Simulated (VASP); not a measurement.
# Cu4Mo (Im-3m) in VASP: a series of runs, part 2 of 2

VASP 6.6.1. Earlier steps stand in the parts before.

## (3) Single point, PBE

This run uses another cell than the first one, of 17.83 Å³/atom.

File INCAR:

```
PREC = Accurate ; ENCUT = 520
EDIFF = 1E-6 ; ISMEAR = 0
SIGMA = 0.1 ; LREAL = False
LASPH = True ; NELM = 100
ALGO = Normal ; ISIF = 2
LWAVE = False ; LCHARG = False
GGA = PE ; NBANDS = 37
```

File KPOINTS:

```
Automatic mesh
0
Gamma
  6 6 6
```

File POSCAR:

```
Cu4Mo
1.0
   -2.8141964115      2.8141964115      2.8141964115
    2.8141964115     -2.8141964115      2.8141964115
    2.8141964115      2.8141964115     -2.8141964115
Cu Mo
4 1
Direct
    0.0000000000      0.0000000000      0.5000000000
    0.0000000000      0.5000000000      0.0000000000
    0.5000000000      0.0000000000      0.0000000000
    0.5000000000      0.5000000000      0.5000000000
    0.0000000000      0.0000000000      0.0000000000
```

Potentials or basis: VASP PAW PBE potentials, release 64 (Cu, Mo_sv).

Command:

```console
$ cat potpaw_PBE.64/Cu/POTCAR potpaw_PBE.64/Mo_sv/POTCAR > POTCAR
$ mpirun -np 1 vasp_std > vasp.out
```

OUTCAR:

```text
PREC = Accurate
   ENCUT = 520
   EDIFF = 1E-6
   ISMEAR = 0
   LREAL = False
   LASPH = True
   NELM = 100
   ISIF = 2
   GGA = PE

 ion  position               nearest neighbor table
   1  0.000  0.000  0.500-   5 2.44   5 2.44
   2  0.000  0.500  0.000-   5 2.44   5 2.44
   3  0.500  0.000  0.000-   5 2.44   5 2.44
   4  0.500  0.500  0.500-   5 2.44   5 2.44
   5  0.000  0.000  0.000-   1 2.44   2 2.44   3 2.44   4 2.44   1 2.44   2 2.44   3 2.44   4 2.44

  LATTYP: Found a body centered cubic cell.
 ALAT       =     5.6283928230

  Lattice vectors:

 A1 = (  -2.8141964115,   2.8141964115,   2.8141964115)
 A2 = (   2.8141964115,  -2.8141964115,   2.8141964115)
 A3 = (   2.8141964115,   2.8141964115,  -2.8141964115)

Analysis of symmetry for initial positions (statically):
=====================================================================
 Subroutine PRICEL returns:
 Original cell was already a primitive cell.

 Routine SETGRP: Setting up the symmetry group for a
 body centered cubic supercell.
[... 161 lines left out ...]

  energy without entropy =      -19.77584831  energy(sigma->0) =      -19.78687084

 E-fermi :   4.8114     XC(G=0): -10.7283

 val. band max:        4.7432861910   @ k =  -0.3333   0.3333   0.1667
 cond. band min:       4.8575834066   @ k =   0.5000   0.5000   0.3333
 fundamental gap:      0.1142972156
 Fermi energy:         4.8114105898

 k-point     1 :       0.0000    0.0000    0.0000
  band No.  band energies     occupation
      1     -55.8493      2.00000
      2     -30.0091      2.00000
      3     -30.0091      2.00000
      4     -30.0091      2.00000
      5      -1.9250      2.00000
      6       0.2127      2.00000
[... 629 lines left out ...]
     36      13.6843      0.00000
     37      13.6856      0.00000

------------------------ aborting loop because EDIFF is reached ----------------------------------------

  FORCE on cell =-STRESS in cart. coord.  units (eV):
  Direction    XX          YY          ZZ          XY          YZ          ZX
  --------------------------------------------------------------------------------------
  -------------------------------------------------------------------------------------
  Total        0.1892985      0.1892985      0.1892985     -0.0000000     -0.0000000      0.0000000
  in kB        3.4020022      3.4020022      3.4020022     -0.0000000     -0.0000000      0.0000000
  external PRESSURE =       3.4020022 kB  Pullay stress =       0.0000000 kB

 VOLUME and BASIS-vectors are now :
 -----------------------------------------------------------------------------
  energy-cutoff  :      520.00
  volume of cell :       89.15
      direct lattice vectors                 reciprocal lattice vectors
    -2.814196412  2.814196412  2.814196412     0.000000000  0.177670612  0.177670612
     2.814196412 -2.814196412  2.814196412     0.177670612  0.000000000  0.177670612
     2.814196412  2.814196412 -2.814196412     0.177670612  0.177670612  0.000000000

 POSITION                                       TOTAL-FORCE (eV/Angst)
 -----------------------------------------------------------------------------------
      1.40710      1.40710     -1.40710         0.000000     -0.000000      0.000000
      1.40710     -1.40710      1.40710        -0.000000      0.000000     -0.000000
     -1.40710      1.40710      1.40710        -0.000000      0.000000      0.000000
      1.40710      1.40710      1.40710        -0.000000     -0.000000     -0.000000
      0.00000      0.00000      0.00000         0.000000     -0.000000      0.000000
 -----------------------------------------------------------------------------------
    total drift:                               -0.000000     -0.000000      0.000000

  FREE ENERGIE OF THE ION-ELECTRON SYSTEM (eV)
  ---------------------------------------------------
  free  energy   TOTEN  =       -19.7978933782 eV

  energy  without entropy=      -19.7758483075  energy(sigma->0) =      -19.78687084
```

OSZICAR:

```text
N       E                     dE             d eps       ncg     rms          rms(c)
DAV:   1     0.605344833162E+03    0.60534E+03   -0.25995E+04  1192   0.232E+03
DAV:   2     0.428866162831E+02   -0.56246E+03   -0.54754E+03  1189   0.477E+02
DAV:   3    -0.205288595634E+02   -0.63415E+02   -0.58847E+02  1431   0.198E+02
DAV:   4    -0.245956582233E+02   -0.40668E+01   -0.39237E+01  1794   0.543E+01
DAV:   5    -0.246377352601E+02   -0.42077E-01   -0.42047E-01  1661   0.645E+00    0.224E+01
DAV:   6    -0.290021608645E+02   -0.43644E+01   -0.90827E+01  1461   0.186E+02    0.195E+01
DAV:   7    -0.199037904870E+02    0.90984E+01   -0.27798E+01  1527   0.791E+01    0.436E+00
DAV:   8    -0.198229684095E+02    0.80822E-01   -0.18695E+00  1711   0.176E+01    0.227E+00
DAV:   9    -0.198019278774E+02    0.21041E-01   -0.53005E-02  1749   0.256E+00    0.695E-01
DAV:  10    -0.198001518174E+02    0.17761E-02   -0.36203E-02  1559   0.344E+00    0.385E-01
DAV:  11    -0.197979361764E+02    0.22156E-02   -0.98352E-03  1634   0.175E+00    0.734E-02
DAV:  12    -0.197979143594E+02    0.21817E-04   -0.40475E-04  1704   0.300E-01    0.398E-02
DAV:  13    -0.197978959593E+02    0.18400E-04   -0.57778E-05  1692   0.124E-01    0.115E-02
DAV:  14    -0.197978934368E+02    0.25224E-05   -0.14346E-05  1795   0.499E-02    0.502E-03
DAV:  15    -0.197978933782E+02    0.58650E-07   -0.87786E-07   797   0.113E-02
   1 F= -.19797893E+02 E0= -.19786871E+02  d E =-.220451E-01
```

It took 64 s on 1 thread of Intel Xeon 8259CL, shared host; peak memory 0.22 GiB.

Results:

```
Free energy            : -19.7979 eV
Pressure               : 0.3 GPa
Band gap on the k mesh : zero (bands 29 and 30 overlap by 2.31 eV)
```

Levels at points of the mesh, in eV from the Fermi level:
```csv
k point,band 26,band 27,band 28,band 29,band 30,band 31,band 32,band 33
"(0.00, 0.00, 0.00)",0.32,0.32,0.32,1.08,1.08,2.44,2.44,2.44
"(0.50, 0.00, 0.00)",-2.15,-1.22,-0.68,-0.30,0.39,0.59,0.96,2.01
"(0.50, 0.50, 0.50)",-1.80,-1.80,-1.23,-1.23,-1.23,-0.24,-0.24,-0.24
```

## (4) Single point, PBE

This run uses another cell than the first one, of 17.86 Å³/atom.

File INCAR:

```
SYSTEM = Cu4Mo
ALGO = Fast
EDIFF = 1E-7
ENCUT = 520
GGA = PE
ISIF = 2
ISMEAR = 0
LASPH = .TRUE.
LCHARG = .TRUE.
LELF = .TRUE.
LREAL = .FALSE.
LVHAR = .TRUE.
LWAVE = .FALSE.
NBANDS = 37
NELM = 100
PREC = Accurate
SIGMA = 0.1
```

File KPOINTS:

```
k-points
0
G
  10 10 10
  0 0 0
```

POSCAR: that of step 3 with these lines changed.

```diff
@@ -2,5 +2,5 @@
 1.0
-   -2.8141964115      2.8141964115      2.8141964115
-    2.8141964115     -2.8141964115      2.8141964115
-    2.8141964115      2.8141964115     -2.8141964115
+   -2.8158853121      2.8158853121      2.8158853121
+    2.8158853121     -2.8158853121      2.8158853121
+    2.8158853121      2.8158853121     -2.8158853121
 Cu Mo
```

Command:

```console
$ cat potpaw_PBE.64/Cu/POTCAR potpaw_PBE.64/Mo_sv/POTCAR > POTCAR
$ mpirun -np 1 vasp_std > vasp.out
```

Run time: 4.1 min. Hardware: 1 thread of Intel Xeon 8259CL, shared host; peak memory 0.29 GiB.

It converged, with:

```
Free energy            : -19.7965 eV
Pressure               : 0.4 GPa
Band gap on the k mesh : zero (bands 29 and 30 overlap by 2.30 eV)
```

Levels at points of the mesh, in eV from the Fermi level:
```
           k point  band 26  band 27  band 28  band 29  band 30  band 31  band 32  band 33
(0.00, 0.00, 0.00)     0.28     0.28     0.28     1.04     1.04     2.39     2.39     2.39
(0.50, 0.00, 0.00)    -2.19    -1.26    -0.72    -0.34     0.35     0.55     0.91     1.97
(0.50, 0.50, 0.50)    -1.83    -1.83    -1.26    -1.26    -1.26    -0.29    -0.29    -0.29
```

## (5) Relaxation of cell and atoms, PBE

File INCAR:

```
SYSTEM = Cu4Mo
PREC = Accurate ; ENCUT = 600
EDIFF = 1E-6 ; ISMEAR = 0
SIGMA = 0.1 ; LREAL = .False.
LASPH = .True. ; NELM = 100
ALGO = Normal ; ISIF = 3
LWAVE = .False. ; LCHARG = .False.
GGA = PE ; IBRION = 2
NSW = 90 ; EDIFFG = -0.04
```

File KPOINTS:

```
Automatic mesh
0
Gamma
  6 6 6
  0 0 0
```

POSCAR: that of step 4 with these lines changed.

```diff
@@ -2,5 +2,5 @@
 1.0
-   -2.8158853121      2.8158853121      2.8158853121
-    2.8158853121     -2.8158853121      2.8158853121
-    2.8158853121      2.8158853121     -2.8158853121
+   -2.6033873400      2.6033873400      2.6033873400
+    2.6033873400     -2.6033873400      2.6033873400
+    2.6033873400      2.6033873400     -2.6033873400
 Cu Mo
```

Potentials or basis: VASP PAW PBE potentials, release 64 (Cu, Mo_sv).

Command:

```console
$ cat potpaw_PBE.64/Cu/POTCAR potpaw_PBE.64/Mo_sv/POTCAR > POTCAR
$ mpirun -np 1 vasp_std > vasp.out
```

OUTCAR:

```text
SYSTEM = Cu4Mo
   PREC = Accurate
   ENCUT = 600
   EDIFF = 1E-6
   ISMEAR = 0
   LREAL = .False.
   LASPH = .True.
   NELM = 100
   ISIF = 3
   GGA = PE
   IBRION = 2
   NSW = 90
   EDIFFG = -0.04

 ion  position               nearest neighbor table
   1  0.000  0.000  0.500-   5 2.25   5 2.25   4 2.60   2 2.60   3 2.60   2 2.60   3 2.60   4 2.60

   2  0.000  0.500  0.000-   5 2.25   5 2.25   4 2.60   1 2.60   3 2.60   1 2.60   4 2.60   3 2.60

   3  0.500  0.000  0.000-   5 2.25   5 2.25   4 2.60   1 2.60   4 2.60   2 2.60   1 2.60   2 2.60

   4  0.500  0.500  0.500-   5 2.25   5 2.25   3 2.60   1 2.60   3 2.60   2 2.60   1 2.60   2 2.60

   5  0.000  0.000  0.000-   1 2.25   2 2.25   3 2.25   4 2.25   1 2.25   2 2.25   3 2.25   4 2.25

  LATTYP: Found a body centered cubic cell.
 ALAT       =     5.2067746800

  Lattice vectors:

 A1 = (  -2.6033873400,   2.6033873400,   2.6033873400)
 A2 = (   2.6033873400,  -2.6033873400,   2.6033873400)
 A3 = (   2.6033873400,   2.6033873400,  -2.6033873400)

Analysis of symmetry for initial positions (statically):
=====================================================================
 Subroutine PRICEL returns:
 Original cell was already a primitive cell.

 Routine SETGRP: Setting up the symmetry group for a
 body centered cubic supercell.

 Subroutine GETGRP returns: Found 48 space group operations
 (whereof 48 operations were pure point group operations)
 out of a pool of 48 trial point group operations.

The static configuration has the point symmetry O_h .

Analysis of symmetry for dynamics (positions and initial velocities):
=====================================================================
 Subroutine PRICEL returns:
 Original cell was already a primitive cell.

 Routine SETGRP: Setting up the symmetry group for a
 body centered cubic supercell.

 Subroutine GETGRP returns: Found 48 space group operations
 (whereof 48 operations were pure point group operations)
 out of a pool of 48 trial point group operations.

The dynamic configuration has the point symmetry O_h .

 Subroutine INISYM returns: Found 48 space group operations
[... 119 lines left out ...]
   GGA     = PE    functional components
   LHFCALC =     F    Hartree Fock is set to
   AEXX    =    0.0000 exact exchange contribution
   IVDW    =     0    specifies the selected vdW correction
   LEPSILON=     F    determine dielectric tensor
   LRPA    =     F    only Hartree local field effects (RPA)
 conjugate gradient relaxation of ions
 non-spin polarized calculation
 Gauss-broadening in eV      SIGMA  =   0.10
  energy-cutoff  :      600.00
  volume of cell :       70.58
 maximum number of plane-waves:      2382
   NGX = 19   NGY = 19   NGZ = 19

--------------------------------------- Ionic step        1  -------------------------------------------

 number of electron      58.0000027 magnetization

 Free energy of the ion-electron system (eV)
  ---------------------------------------------------
  ext. energy  EPLUGINS =         0.00000000
  ---------------------------------------------------
  free energy    TOTEN  =       -18.12853158 eV

  energy without entropy =      -18.11938429  energy(sigma->0) =      -18.12395794

------------------------ aborting loop because EDIFF is reached ----------------------------------------

  FORCE on cell =-STRESS in cart. coord.  units (eV):
  Direction    XX          YY          ZZ          XY          YZ          ZX
  --------------------------------------------------------------------------------------
  -------------------------------------------------------------------------------------
  Total       15.4887940     15.4887940     15.4887940      0.0000000     -0.0000000      0.0000000
  in kB      351.6023982    351.6023982    351.6023982      0.0000000     -0.0000000      0.0000000
  external PRESSURE =     351.6023982 kB  Pullay stress =       0.0000000 kB
[... 26 lines left out ...]
--------------------------------------- Ionic step        2  -------------------------------------------

 number of electron      58.0000016 magnetization

 E-fermi :   3.1280     XC(G=0):  -9.8203

 val. band max:        3.1167226360   @ k =   0.1667   0.1667   0.0000
 cond. band min:       3.1449751817   @ k =   0.5000   0.5000   0.1667
 fundamental gap:      0.0282525457
 Fermi energy:         3.1279927392

 k-point     1 :       0.0000    0.0000    0.0000
  band No.  band energies     occupation
      1     -57.6476      2.00000
      2     -31.7331      2.00000
      3     -31.7331      2.00000
      4     -31.7331      2.00000
      5      -2.6655      2.00000
      6      -0.5529      2.00000
[... 619 lines left out ...]
--------------------------------------- Ionic step        3  -------------------------------------------

 number of electron      58.0000024 magnetization

 Free energy of the ion-electron system (eV)
  ---------------------------------------------------
  ext. energy  EPLUGINS =         0.00000000
  ---------------------------------------------------
  free energy    TOTEN  =       -19.79302850 eV

  energy without entropy =      -19.77039490  energy(sigma->0) =      -19.78171170

 E-fermi :   4.7522     XC(G=0): -10.6985

 val. band max:        4.6881171201   @ k =  -0.3333   0.3333   0.1667
 cond. band min:       4.7949239296   @ k =   0.5000   0.5000   0.3333
 fundamental gap:      0.1068068095
 Fermi energy:         4.7522021946

 k-point     1 :       0.0000    0.0000    0.0000
  band No.  band energies     occupation
      1     -55.9106      2.00000
      2     -30.0675      2.00000
      3     -30.0675      2.00000
      4     -30.0675      2.00000
      5      -1.9523      2.00000
      6       0.1859      2.00000
[... 613 lines left out ...]
  FREE ENERGIE OF THE ION-ELECTRON SYSTEM (eV)
  ---------------------------------------------------
  free  energy   TOTEN  =       -19.7930285027 eV

  energy  without entropy=      -19.7703949007  energy(sigma->0) =      -19.78171170

 reached required accuracy - stopping structural energy minimisation
```

OSZICAR:

```text
N       E                     dE             d eps       ncg     rms          rms(c)
DAV:   1     0.647722494175E+03    0.64772E+03   -0.29211E+04  1096   0.304E+03
DAV:   2     0.509458878855E+02   -0.59678E+03   -0.58732E+03  1114   0.567E+02
DAV:   3    -0.190831980546E+02   -0.70029E+02   -0.67115E+02  1440   0.234E+02
[... 38 lines left out ...]
DAV:   9    -0.197930781880E+02   -0.57238E-04   -0.11699E-03  1582   0.375E-01    0.875E-02
DAV:  10    -0.197930354788E+02    0.42709E-04   -0.16228E-04  1528   0.227E-01    0.297E-02
DAV:  11    -0.197930309430E+02    0.45358E-05   -0.59375E-05  1800   0.682E-02    0.174E-02
DAV:  12    -0.197930286947E+02    0.22483E-05   -0.22610E-05  1634   0.820E-02    0.652E-03
DAV:  13    -0.197930285027E+02    0.19201E-06   -0.19405E-06   558   0.275E-02
   3 F= -.19793029E+02 E0= -.19781712E+02  d E =-.166450E+01
```

It took 3 min on 1 thread of Intel Xeon 8259CL, shared host; peak memory 0.23 GiB.

What came out:

```
Free energy                           : -19.7930 eV
Relaxed volume                        : 17.93 Å³/atom
Relaxed cell                          : a = 4.884 Å, b = 4.884 Å, c = 4.884 Å, α = 109.47°, β = 109.47°, γ = 109.47°
Space group after relaxing (to 0.1 Å) : Im-3m (No. 229)
Energy gained by relaxing             : 332.9 meV/atom
Ionic steps                           : 3
Pressure after relaxing               : -0.1 GPa
Band gap on the k mesh                : zero (bands 29 and 30 overlap by 2.29 eV)
```

The path:
| step | energy change (eV) | largest force (eV/Å) | pressure (GPa) | volume (Å³) |
| --- | --- | --- | --- | --- |
| 1 | 0.0000 | 0.0000 | 35.16 | 70.58 |
| 2 | -1.0159 | 0.0000 | -10.02 | 107.19 |
| 3 | -1.6645 | 0.0000 | -0.07 | 89.67 |

Final structure:
```
Cu Mo
1.0
    -2.81970    2.81970    2.81970
     2.81970   -2.81970    2.81970
     2.81970    2.81970   -2.81970
Cu Mo
4 1
Cartesian
  1.4099 1.4099 -1.4099
  1.4099 -1.4099 1.4099
  -1.4099 1.4099 1.4099
  1.4099 1.4099 1.4099
  0.0000 0.0000 0.0000
```

Levels at points of the mesh, in eV from the Fermi level:
| k point | band 27 | band 28 | band 29 | band 30 | band 31 | band 32 |
| --- | --- | --- | --- | --- | --- | --- |
| (0.00, 0.00, 0.00) | 0.31 | 0.31 | 1.07 | 1.07 | 2.43 | 2.43 |
| (0.50, 0.00, 0.00) | -1.21 | -0.68 | -0.30 | 0.39 | 0.59 | 0.95 |
| (0.50, 0.50, 0.50) | -1.79 | -1.21 | -1.21 | -1.21 | -0.25 | -0.25 |

Caveat: the volume moved by over 15 % at a fixed basis, so the end points are rough.

## (6) Relaxation of cell and atoms, PBE

This run uses another cell than the first one, of 17.83 Å³/atom.

File INCAR:

```
SYSTEM = Cu4Mo
PREC = Accurate
ENCUT = 600
EDIFF = 1E-6
ISMEAR = 0
SIGMA = 0.1
LREAL = .FALSE.
LASPH = .TRUE.
NELM = 80
ALGO = Fast
ISIF = 3
LWAVE = .FALSE.
LCHARG = .FALSE.
GGA = PE
IBRION = 2
NSW = 100
EDIFFG = -0.01
```

File KPOINTS:

```
regular mesh
0
G
  10 10 10
  0 0 0
```

POSCAR: that of step 5 with these lines changed.

```diff
@@ -2,5 +2,5 @@
 1.0
-   -2.6033873400      2.6033873400      2.6033873400
-    2.6033873400     -2.6033873400      2.6033873400
-    2.6033873400      2.6033873400     -2.6033873400
+   -2.8141964115      2.8141964115      2.8141964115
+    2.8141964115     -2.8141964115      2.8141964115
+    2.8141964115      2.8141964115     -2.8141964115
 Cu Mo
```

Potentials or basis: VASP PAW PBE potentials, release 64 (Cu, Mo_sv).

Command:

```console
$ cat potpaw_PBE.64/Cu/POTCAR potpaw_PBE.64/Mo_sv/POTCAR > POTCAR
$ mpirun -np 1 vasp_std > vasp.out
```

Run time: 10 min. Hardware: 1 thread of Intel Xeon 8259CL, shared host; peak memory 0.35 GiB.

Results (log left out):

```
Free energy                           : -19.7972 eV
Relaxed volume                        : 17.96 Å³/atom
Relaxed cell                          : a = 4.886 Å, b = 4.886 Å, c = 4.886 Å, α = 109.47°, β = 109.47°, γ = 109.47°
Space group after relaxing (to 0.1 Å) : Im-3m (No. 229)
Energy gained by relaxing             : 0.2 meV/atom
Ionic steps                           : 2
Pressure after relaxing               : 0.0 GPa
Band gap on the k mesh                : zero (bands 29 and 30 overlap by 2.29 eV)
```

Step by step:
```
step  energy change (eV)  largest force (eV/Å)  pressure (GPa)  volume (Å³)
   1              0.0000                0.0000            0.46        89.15
   2             -0.0011                0.0000            0.00        89.82
```

Final structure:
```
Cu Mo
1.0
    -2.82121    2.82121    2.82121
     2.82121   -2.82121    2.82121
     2.82121    2.82121   -2.82121
Cu Mo
4 1
Direct
  0.00000 0.00000 0.50000
  0.00000 0.50000 0.00000
  0.50000 0.00000 0.00000
  0.50000 0.50000 0.50000
  0.00000 0.00000 0.00000
```

Levels at points of the mesh, in eV from the Fermi level:
```
           k point  band 27  band 28  band 29  band 30  band 31  band 32
(0.00, 0.00, 0.00)     0.27     0.27     1.03     1.03     2.38     2.38
(0.50, 0.00, 0.00)    -1.25    -0.72    -0.34     0.35     0.55     0.91
(0.50, 0.50, 0.50)    -1.82    -1.25    -1.25    -1.25    -0.29    -0.29
```

## (7) Summary

| task | cell | k mesh | cutoff (eV) | gap on the mesh (eV) | pressure (GPa) | relaxed volume (Å³/atom) |
| --- | --- | --- | --- | --- | --- | --- |
| single point | a = 4.509 Å, angles 109.5°, 5 atoms | 6 × 6 × 6 | 520 | none | 35.1 | - |
| single point | a = 4.874 Å, angles 109.5°, 5 atoms | 6 × 6 × 6 | 520 | none | 0.3 | - |
| single point | a = 4.877 Å, angles 109.5°, 5 atoms | 10 × 10 × 10 | 520 | none | 0.4 | - |
| relaxation of cell and atoms | relaxed from a = 4.509 Å, angles 109.5°, 5 atoms | 6 × 6 × 6 | 600 | none | -0.1 | 17.93 |
| relaxation of cell and atoms | relaxed from a = 4.874 Å, angles 109.5°, 5 atoms | 10 × 10 × 10 | 600 | none | 0.0 | 17.96 |

Alike in all rows: level PBE; potentials or basis VASP PAW PBE potentials, release 64 (Cu, Mo_sv); no spin polarisation; smearing gaussian 0.1 eV.

Caveats: the cell stands under pressure (at least some runs); the volume moved by over 15 % at a fixed basis, so the end points are rough (at least some runs).

Absolute energies hang on the potentials; compare differences alone.
